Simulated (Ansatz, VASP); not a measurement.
# WC in VASP and in Ansatz

File POSCAR:

```
WC
1.0
    2.9065000000      0.0000000000      0.0000000000
   -1.4532500000      2.5171028361      0.0000000000
    0.0000000000      0.0000000000      2.8366000000
W C
1 1
Direct
    0.0000000000      0.0000000000      0.0000000000
    0.6666666667      0.3333333333      0.5000000000
```

The input INCAR.step1:

```
SYSTEM = WC
ALGO = Normal ; EDIFF = 1E-4
ENCUT = 600 ; GGA = PE
ISMEAR = -1 ; LASPH = .True.
LCHARG = .False. ; LREAL = .False.
LWAVE = .True. ; NELM = 100
PREC = Accurate ; SIGMA = 0.1
```

File INCAR.step2:

```
SYSTEM = WC
ALGO = Normal ; EDIFF = 1E-7
EDIFFG = -0.002 ; ENCUT = 600
IBRION = 2 ; ISIF = 3
ISMEAR = -1 ; ISTART = 1
LASPH = .True. ; LCHARG = .False.
LMIXTAU = .True. ; LREAL = .False.
LWAVE = .False. ; METAGGA = R2SCAN
NELM = 100 ; NSW = 100
PREC = Accurate ; SIGMA = 0.1
```

The input KPOINTS:

```
k-points
0
Gamma
  14 14 14
  0 0 0
```

Input for Ansatz:

```yaml
crystal:
  lattice:
    - [2.9065, 0.0, 0.0]
    - [-1.45325, 2.5171028361, 0.0]
    - [0.0, 0.0, 2.8366]
  atoms:
    - { symbol: W, position: [0.0, 0.0, 0.0] }
    - { symbol: C, position: [0.666666666667, 0.333333333333, 0.5] }
kpoints:
  mp_grid: { grid: [14, 14, 14] }
scf:
  occupations: { method: fermi_dirac, width: 0.1 }
hamiltonian:
  xc: r2scan
  pseudopotentials: { kind: paw }
relax:
  f_tol: 0.002
  max_steps: 80
  cell: {}
output:
  forces: true
  stress: true
```

Alike in both runs: task relaxation of cell and atoms; functional r2SCAN; k mesh 14 × 14 × 14; occupations fermi-dirac, width 0.1 eV; no spin polarisation.

|  | VASP | Ansatz |
| --- | --- | --- |
| version | VASP 6.6.1 | Ansatz 0.2.0 |
| potentials or method | VASP PAW PBE potentials, release 64 (W_sv, C) | PAW with Ansatz's default frozen-core files, scalar-relativistic |
| plane-wave cutoff (eV) | 600 | 500 |
| valence electrons in the cell | 18 | 18 |

```tsv
	VASP	Ansatz	Ansatz less VASP
relaxed volume (Å³/atom)	10.46	10.42	-0.046
relaxed length of the cell vector where the two differ most in proportion (Å)	2.840	2.836	-0.0043
```

VASP's potentials were made for PBE, not for r2SCAN.

Spin-orbit coupling is off throughout.
